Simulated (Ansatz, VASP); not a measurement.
One calculation of AlN, two programs

The input INCAR:

```
ALGO = Normal
EDIFF = 1E-6
ENCUT = 520
GGA = PS
ISIF = 2
ISMEAR = 0
LASPH = T
LCHARG = F
LREAL = F
LWAVE = F
NBANDS = 16
NELM = 80
PREC = Accurate
SIGMA = 0.05
```

File KPOINTS:

```
k-points
0
Gamma
  9 9 6
```

File POSCAR:

```
AlN
1.0
    3.1576671839      0.0000000000      0.0000000000
   -1.5788335919      2.7346199979      0.0000000000
    0.0000000000      0.0000000000      5.0526700000
Al N
2 2
Direct
    0.3333333333      0.6666666667      0.0000000000
    0.6666666667      0.3333333333      0.5000000000
    0.3333333333      0.6666666667      0.3850000000
    0.6666666667      0.3333333333      0.8850000000
```

Input for Ansatz:

```yaml
crystal:
  lattice:
    - [3.1576671839, 0.0, 0.0]
    - [-1.5788335919, 2.7346199979, 0.0]
    - [0.0, 0.0, 5.05267]
  atoms:
    - { symbol: Al, position: [0.3333333333, 0.6666666667, 0.0] }
    - { symbol: Al, position: [0.6666666667, 0.3333333333, 0.5] }
    - { symbol: "N", position: [0.3333333333, 0.6666666667, 0.385] }
    - { symbol: "N", position: [0.6666666667, 0.3333333333, 0.885] }
basis:
  ecutwfc: 420
kpoints:
  mp_grid: { grid: [9, 9, 6] }
hamiltonian:
  xc: pbesol
scf:
  occupations: { method: gaussian, width: 0.05 }
output:
  forces: true
  stress: true
  eigenvalues: true
```

Change from the starting cell: strain +0.015 along x and y, +0.015 along z, atoms carried along.

Alike in both runs: task single point; functional PBEsol; k mesh 9 × 9 × 6; occupations gaussian, width 0.05 eV; no spin polarisation.

|  | VASP | Ansatz |
| --- | --- | --- |
| version | VASP 6.6.1 | Ansatz 0.2.0 |
| potentials or method | VASP PAW PBE potentials, release 64 (Al, N), cutoff 520 eV | scalar-relativistic, plane waves, PAW |
| valence electrons in the cell | 16 | 16 |

|  | VASP | Ansatz | Ansatz less VASP |
| --- | --- | --- | --- |
| gap on the k mesh at the Fermi level (eV) | 3.71 | 3.69 | -0.015 |
| least direct gap on the mesh (eV) | 3.71 | 3.69 | -0.015 |
| pressure (GPa) | -7.8 | -7.8 | +0.06 |
| traceless stress, the component that is largest in VASP (GPa) | -0.61 | -0.60 | +0.010 |
| rms of the force components (eV/Å) | 0.101 | 0.100 | -0.0006 |

VASP's potentials were made for PBE, not for PBEsol. Atom by atom the forces differ by 0.001 eV/Å (rms over components).
